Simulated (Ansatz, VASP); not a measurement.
**Two plane-wave programs on SbO4**

File INCAR:

```
PREC     = Accurate       # precision mode
ENCUT    = 520            # plane-wave cutoff, eV
EDIFF    = 1E-6           # SCF threshold, eV
ISMEAR   = 0              # smearing method
SIGMA    = 0.1            # smearing width, eV
LREAL    = F              # projectors in reciprocal space
LASPH    = T              # aspherical terms in the spheres
NELM     = 80             # most SCF steps
ALGO     = Normal         # electronic algorithm
ISIF     = 2              # what is computed and relaxed
LWAVE    = F              # write WAVECAR
LCHARG   = F              # write CHGCAR
GGA      = PE             # functional
NBANDS   = 22             # bands
```

Contents of KPOINTS:

```
Automatic mesh
0
Gamma
  6 6 6
```

File POSCAR:

```
SbO4
1.0
   -1.9627304900      1.9627304900      3.7390589800
    1.9627304900     -1.9627304900      3.7390589800
    1.9627304900      1.9627304900     -3.7390589800
Sb O
1 4
Direct
    0.0000000000      0.0000000000      0.0000000000
    0.7556089200      0.7556089200      0.0000000000
    0.5000000000      0.0000000000      0.5000000000
    0.0000000000      0.5000000000      0.5000000000
    0.2443910800      0.2443910800      0.0000000000
```

Input for Ansatz:

```yaml
crystal:
  lattice:
    - [-1.96273049, 1.96273049, 3.73905898]
    - [1.96273049, -1.96273049, 3.73905898]
    - [1.96273049, 1.96273049, -3.73905898]
  atoms:
    - { symbol: Sb, position: [0.0, 0.0, 0.0] }
    - { symbol: O, position: [0.75560892, 0.75560892, 0.0] }
    - { symbol: O, position: [0.5, 0.0, 0.5] }
    - { symbol: O, position: [0.0, 0.5, 0.5] }
    - { symbol: O, position: [0.24439108, 0.24439108, 0.0] }
basis:
  ecutwfc: 420
kpoints:
  mp_grid: { grid: [6, 6, 6] }
hamiltonian:
  xc: pbe
scf:
  occupations: { method: gaussian, width: 0.1 }
  lower_state_search: "off"
output:
  forces: true
  stress: true
  eigenvalues: true
```

Change from the starting cell: species swapped into the SnF4 type (I4/mmm, No. 139).

Alike in both runs: task single point; functional PBE; k mesh 6 × 6 × 6; occupations gaussian, width 0.1 eV; no spin polarisation.

|  | VASP | Ansatz |
| --- | --- | --- |
| version | VASP 6.6.1 | Ansatz 0.2.0 |
| potentials or method | VASP PAW PBE potentials, release 64 (Sb, O), cutoff 520 eV | scalar-relativistic, plane waves, PAW |
| valence electrons in the cell | 29 | 39 |

```tsv
	VASP	Ansatz	Ansatz less VASP
gap on the k mesh at the Fermi level (eV)	none	none	-
pressure (GPa)	22.1	20.9	-1.23
traceless stress, the component that is largest in VASP (GPa)	20.91	18.60	-2.303
rms of the force components (eV/Å)	1.340	1.201	-0.1385
```

Atom by atom the forces differ by 0.138 eV/Å (rms over components). A gap of «none» marks a metal or a gap that the smearing closes. VASP's potentials hold 29 valence electrons a cell and Ansatz's 39, so a difference there can come from the potentials and not from the codes.

The k mesh is coarse, so the values compare programs but aren't converged. Neither program's run includes spin-orbit coupling.
